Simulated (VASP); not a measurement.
# Te: single point with PBE

Te:

```
Te
1.0
     4.58989    0.00000    0.00000
    -2.29494    3.97496    0.00000
     0.00000    0.00000    6.01556
Te
3
Direct
  0.26840 0.00000 0.33333
  0.00000 0.26840 0.66667
  0.73160 0.73160 0.00000
```

```json
{"Program": "VASP 6.6.1", "Task": "single point", "Functional": "PBE", "Potentials or basis": "VASP PAW PBE potentials, release 64 (Te)", "Cutoff": "520 eV", "k mesh": "8 × 8 × 5", "Occupations": "fermi-dirac, width 0.05 eV", "Spin": "no spin polarisation", "Dipole correction": "no", "Further INCAR settings": "ALGO = Normal; EDIFF = 1e-07; NBANDS = 16"}
```

```
Pressure               : -1.6 GPa
Largest force          : 0.193 eV/Å
Band gap on the k mesh : 0.64 eV (least direct gap 0.85 eV)
```

Forces in eV/Å, atoms in the order of the input:
```
Te  -0.193  0.000  0.000
Te   0.096 -0.167  0.000
Te   0.096  0.167  0.000
```

Stress tensor (GPa, compression positive):
```
-1.43  0.00  0.00
 0.00 -1.43  0.00
 0.00  0.00 -1.98
```

Levels at points of the mesh, in eV from the valence-band top:
| k point | band 5 | band 6 | band 7 | band 8 | band 9 | band 10 | band 11 | band 12 | band 13 | band 14 |
| --- | --- | --- | --- | --- | --- | --- | --- | --- | --- | --- |
| (0.00, 0.00, 0.00) | -2.47 | -2.47 | -1.35 | -1.35 | -0.57 | 1.14 | 1.14 | 1.67 | 5.31 | 5.31 |
| (0.50, 0.00, 0.00) | -3.85 | -3.10 | -2.95 | -0.74 | -0.56 | 1.03 | 1.09 | 3.43 | 3.56 | 7.36 |

Run time: 110 s on 1 thread of Intel Xeon 8259CL (shared host), peak memory 0.25 GiB.

Caveat: spin-orbit coupling is left out, which moves the levels of the heavy elements; an odd mesh through Γ misses points on the zone boundary, where band edges can lie.
